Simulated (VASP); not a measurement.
A run of VASP 6.6.1 is set up as follows.

The input POSCAR:

```
SiSe
1.0
    3.5952000000      0.0000000000      0.0000000000
   -1.7976000000      3.1135300000      0.0000000000
    0.0000000000      0.0000000000      3.5987300000
Si Se
1 1
Direct
    0.6666700000      0.3333300000      0.5000000000
    0.0000000000      0.0000000000      0.0000000000
```

INCAR.step1

```
ALGO = Normal
EDIFF = 1E-5
ENCUT = 520
GGA = PE
ISIF = 2
ISMEAR = -1
LASPH = T
LCHARG = F
LREAL = F
LWAVE = T
NBANDS = 12
NELM = 80
PREC = Accurate
SIGMA = 0.05
```

The input INCAR.step2:

```
AEXX = 1.0
AGGAC = 0.0
ALDAC = 0.0
ALGO = Normal
EDIFF = 1E-6
ENCUT = 520
GGA = PE
ISIF = 2
ISMEAR = -1
ISTART = 1
LASPH = T
LCHARG = F
LHFCALC = T
LREAL = F
LWAVE = F
NBANDS = 12
NELM = 80
PREC = Accurate
PRECFOCK = Normal
SIGMA = 0.05
```

Contents of KPOINTS:

```
k-points
0
Gamma
  5 5 4
```

Potentials or basis: VASP PAW PBE potentials, release 64 (Si, Se).

The run is started by

```bash
$ cat potpaw_PBE.64/Si/POTCAR potpaw_PBE.64/Se/POTCAR > POTCAR
$ cp INCAR.step1 INCAR
$ mpirun -np 1 vasp_std > vasp.out
$ cp INCAR.step2 INCAR
$ mpirun -np 1 vasp_std > vasp.out
```

Task: What does it give for the largest force?

Result: 0.009 eV/Å.

Task: Predict the pressure.

Result: 4.2 GPa.

Task: Estimate the band gap on the k mesh.

Result: Zero (band 5 reaches 11.56 eV, above the bottom of band 6 at 4.59 eV).

Stress tensor (GPa, compression positive):
```
4.32 0.11 0.00
0.11 4.44 0.00
0.00 0.00 3.90
```

Caveat: the k points lie up to 0.44 Å⁻¹ apart; the PAW data sets were made with another functional, which shifts forces and pressure a little.
